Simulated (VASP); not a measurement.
Input of a VASP 6.6.1 run:

INCAR

```
ALGO = Normal
EDIFF = 1E-7
EDIFFG = -0.005
ENCUT = 600
GGA = PE
IBRION = 2
ISIF = 3
ISMEAR = -1
LASPH = True
LCHARG = False
LREAL = False
LWAVE = False
NELM = 80
NSW = 80
PREC = Accurate
SIGMA = 0.02
```

Contents of KPOINTS:

```
k-points
0
Gamma
  12 12 6
```

The input POSCAR:

```
SnO
1.0
    2.8918761600      0.0000000000      0.0000000000
   -1.4459380800      2.5044382192      0.0000000000
    0.0000000000      0.0000000000      4.7137581408
Sn O
2 2
Direct
    0.0000000000      0.0000000000      0.0000000000
    0.0000000000      0.0000000000      0.5000000000
    0.3333333333      0.6666666667      0.2500000000
    0.6666666667      0.3333333333      0.7500000000
```

Potentials or basis: VASP PAW PBE potentials, release 64 (Sn_d, O).

Run with:

```sh
$ cat potpaw_PBE.64/Sn_d/POTCAR potpaw_PBE.64/O/POTCAR > POTCAR
$ mpirun -np 1 vasp_std > vasp.out
```

Estimate the band gap on the k mesh.

zero (bands 20 and 21 overlap by 0.77 eV).

What does it give for the relaxed volume?

16.22 Å³/atom.

What does it give for the space group after relaxing (to 0.1 Å)?

P6_3/mmc (No. 194).

Predict the relaxed cell.

a = 3.472 Å, b = 3.472 Å, c = 6.214 Å, α = 90.00°, β = 90.00°, γ = 120.00°.

Final structure:
```yaml
crystal:
  lattice:
    - [3.47171, 0.00000, 0.00000]
    - [-1.73585, 3.00659, 0.00000]
    - [0.00000, 0.00000, 6.21441]
  atoms:
    - { symbol: Sn, position: [0.00000, 0.00000, 0.00000] }
    - { symbol: Sn, position: [0.00000, 0.00000, 0.50000] }
    - { symbol: O, position: [0.33333, 0.66667, 0.25000] }
    - { symbol: O, position: [0.66667, 0.33333, 0.75000] }
```

Caveat: the volume moved by over 15 % at a fixed basis, so the end points are rough; semilocal functionals underestimate gaps, and a narrow one can read as zero; spin-orbit coupling is left out, which moves the levels of the heavy elements.
